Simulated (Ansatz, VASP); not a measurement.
One calculation of ScAl, two programs

```xyz
2
Lattice="3.3703 0.0000 0.0000 0.0000 3.3703 0.0000 0.0000 0.0000 3.3703" Properties=species:S:1:pos:R:3 pbc="T T T"
Sc    1.6852    1.6852    1.6852
Al    0.0000    0.0000    0.0000
```

Alike in both runs: task single point; functional PBEsol; k mesh 12 × 12 × 12; occupations gaussian, width 0.2 eV; no spin polarisation.

```csv
,VASP,Ansatz
version,VASP 6.6.1,Ansatz 0.2.0
potentials or method,"VASP PAW PBE potentials, release 64 (Sc_sv, Al), cutoff 520 eV","scalar-relativistic, plane waves, PAW"
valence electrons in the cell,14,14
```

Ansatz gave:

```
gap on the k mesh at the Fermi level (eV) : none
pressure (GPa)                            : -1.7
```

Problem. Which values does VASP return?

Solution. gap on the k mesh at the Fermi level (eV): none; pressure (GPa): -1.6.

VASP's potentials were made for PBE, not for PBEsol. A gap of «none» marks a metal or a gap that the smearing closes. The functional is the same, so the differences come from potentials, cutoffs and numerics.
